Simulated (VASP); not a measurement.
SrTiO3:

```xyz
5
Lattice="3.9050 0.0000 0.0000 0.0000 3.9050 0.0000 0.0000 0.0000 3.9050" Properties=species:S:1:pos:R:3 pbc="T T T"
Sr    0.0000    0.0000    0.0000
Ti    1.9525    1.9525    1.9525
O     1.9525    1.9525    0.0000
O     1.9525    0.0000    1.9525
O     0.0000    1.9525    1.9525
```

Base run:

- Program: VASP 6.6.1
- Functional: PBE
- Potentials or basis: VASP PAW PBE potentials, release 64 (Sr_sv, Ti_sv, O)
- Cutoff: 600 eV
- k mesh: 5 × 5 × 5
- Occupations: gaussian, width 0.01 eV
- Spin: no spin polarisation

Its results: band gap on the k mesh 1.98 eV, indirect (least direct gap 2.21 eV); pressure 4.8 GPa.

Q: The run is repeated on the same cell with these changes: k mesh from 5 × 5 × 5 to 2 × 2 × 2. What comes out?

A: Band gap on the k mesh 1.47 eV, indirect (least direct gap 1.83 eV); pressure 7.2 GPa.

Caveats: some runs use coarse meshes.

A k mesh can miss the band edges.
